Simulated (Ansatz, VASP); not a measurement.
# Two plane-wave programs on Zn3SnO

```
CELL_PARAMETERS angstrom
4.26267 0.00000 0.00000
0.00000 4.26267 0.00000
0.00000 0.00000 4.26267
ATOMIC_POSITIONS crystal
Zn 0.00000 0.50000 0.50000
Zn 0.50000 0.00000 0.50000
Zn 0.50000 0.50000 0.00000
Sn 0.00000 0.00000 0.00000
O 0.50000 0.50000 0.50000
```

Alike in both runs: functional PBEsol; k mesh 6 × 6 × 6; occupations gaussian, width 0.1 eV; no spin polarisation.

Ansatz relaxed the structure, and its values are those at the end. VASP's run is a single point on that final structure, the one shown.

|  | VASP | Ansatz |
| --- | --- | --- |
| version | VASP 6.6.1 | Ansatz 0.2.0 |
| potentials or method | VASP PAW PBE potentials, release 64 (Zn, Sn_d, O), cutoff 520 eV | scalar-relativistic, plane waves, PAW |
| valence electrons in the cell | 56 | 56 |

```tsv
	VASP	Ansatz	Ansatz less VASP
gap on the k mesh at the Fermi level (eV)	none	none	-
pressure (GPa)	0.4	0.1	-0.31
```

VASP's potentials were made for PBE, not for PBEsol. A gap of «none» marks a metal or a gap that the smearing closes. The functional is the same, so the differences come from potentials, cutoffs and numerics.
